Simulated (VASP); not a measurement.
Set up this calculation in VASP 6.6.1, as the native input.

* Task: single point
* Functional: PBE
* Potentials or basis: VASP PAW PBE potentials, release 64 (Mg, Cd, Te)
* Cutoff: 520 eV
* k mesh: 4 × 4 × 2
* Occupations: gaussian, width 0.1 eV
* Spin: no spin polarisation
* Dipole correction: no
* Further INCAR settings: ALGO = Normal; EDIFF = 1e-07; NBANDS = 41

The structure of MgCd3Te4 lies in POSCAR:

```
MgCd3Te4
1.0
    4.3151379500      0.0000000000      0.0000000000
    0.0000000000      4.3151379500      0.0000000000
    0.0000000000      0.0000000000     12.2050532300
Mg Cd Te
1 3 4
Direct
    0.0000000000      0.0000000000      0.0000000000
    0.5000000000      0.5000000000      0.2500000000
    0.0000000000      0.0000000000      0.5000000000
    0.5000000000      0.5000000000      0.7500000000
    0.5000000000      0.0000000000      0.1250000000
    0.0000000000      0.5000000000      0.3750000000
    0.5000000000      0.0000000000      0.6250000000
    0.0000000000      0.5000000000      0.8750000000
```

One way to write it, as run:

INCAR

```
PREC     = Accurate       # precision mode
ENCUT    = 520            # plane-wave cutoff, eV
EDIFF    = 1E-7           # SCF threshold, eV
ISMEAR   = 0              # smearing method
SIGMA    = 0.1            # smearing width, eV
LREAL    = F              # projectors in reciprocal space
LASPH    = T              # aspherical terms in the spheres
NELM     = 80             # most SCF steps
ALGO     = Normal         # electronic algorithm
ISIF     = 2              # what is computed and relaxed
LWAVE    = F              # write WAVECAR
LCHARG   = F              # write CHGCAR
GGA      = PE             # functional
NBANDS   = 41             # bands
```

KPOINTS

```
regular mesh
0
Gamma
  4 4 2
```

Potentials or basis: VASP PAW PBE potentials, release 64 (Mg, Cd, Te).

Run with:

```bash
$ cat potpaw_PBE.64/Mg/POTCAR potpaw_PBE.64/Cd/POTCAR potpaw_PBE.64/Te/POTCAR > POTCAR
$ mpirun -np 1 vasp_std > vasp.out
```

It gave:

```yaml
Pressure: 14.2 GPa
Largest_force: 0.713 eV/Å
Band_gap_on_the_k_mesh: 1.72 eV
```

Caveat: the cell stands under pressure; spin-orbit coupling is left out, which moves the levels of the heavy elements.

It took 110 s on 1 thread of Intel(R) Xeon(R) Platinum 8488C (Sapphire Rapids) (shared host), peak memory 0.36 GiB.
